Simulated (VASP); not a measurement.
Wanted: the native input for a VASP 6.6.1 run.

```yaml
Task: relaxation of cell and atoms
Functional: PBE
Potentials_or_basis: VASP PAW PBE potentials, release 64 (Ta_pv, Nb_sv, F)
Cutoff: 600 eV
k_mesh: 6 × 6 × 6
Occupations: gaussian, width 0.1 eV
Spin: no spin polarisation
Dipole_correction: no
Further_INCAR_settings: ALGO = Normal; EDIFF = 1e-06; IBRION = 2; EDIFFG = -0.04; NSW = 90; ISIF = 3
```

The structure of TaNb3F2 lies in POSCAR:

```
TaNb3F2
1.0
    2.6207755400      1.5131054700      3.8298234200
   -2.6207755400      1.5131054700      3.8298234200
    0.0000000000     -3.0262109300      3.8298234200
Ta Nb F
1 3 2
Direct
    0.0000000000      0.0000000000      0.0000000000
    0.0000000000      0.5000000000      0.0000000000
    0.5000000000      0.0000000000      0.0000000000
    0.0000000000      0.0000000000      0.5000000000
    0.6285859900      0.6285859900      0.6285859900
    0.3714140100      0.3714140100      0.3714140100
```

The cell was generated, and may not be a known phase.

The input as run:

INCAR

```
  ALGO = Normal
  EDIFF = 1E-6
  EDIFFG = -0.04
  ENCUT = 600
  GGA = PE
  IBRION = 2
  ISIF = 3
  ISMEAR = 0
  LASPH = T
  LCHARG = F
  LREAL = F
  LWAVE = F
  NELM = 60
  NSW = 90
  PREC = Accurate
  SIGMA = 0.1
```

KPOINTS

```
k-points
0
Gamma
  6 6 6
```

Potentials or basis: VASP PAW PBE potentials, release 64 (Ta_pv, Nb_sv, F).

Launch:

```bash
$ cat potpaw_PBE.64/Ta_pv/POTCAR potpaw_PBE.64/Nb_sv/POTCAR potpaw_PBE.64/F/POTCAR > POTCAR
$ mpirun -np 1 vasp_std > vasp.out
```

Results of the run:

```yaml
Relaxed_volume: 20.79 Å³/atom
Relaxed_cell: a = 5.436 Å, b = 5.436 Å, c = 5.436 Å, α = 64.49°, β = 64.49°, γ = 64.49°
Space_group_after_relaxing_to_0.1_Å: R-3m (No. 166)
Energy_gained_by_relaxing: 858.6 meV/atom
Ionic_steps: 29
Pressure_after_relaxing: 0.1 GPa
Largest_force_after_relaxing: 0.040 eV/Å
Band_gap_on_the_k_mesh: zero (bands 32 and 33 overlap by 0.65 eV)
```

Caveat: the volume moved by over 15 % at a fixed basis, so the end points are rough; spin-orbit coupling is left out, which moves the levels of the heavy elements.

Wall time 36 min on 1 thread of Intel(R) Xeon(R) Platinum 8488C (Sapphire Rapids) (shared host), peak memory 0.33 GiB.
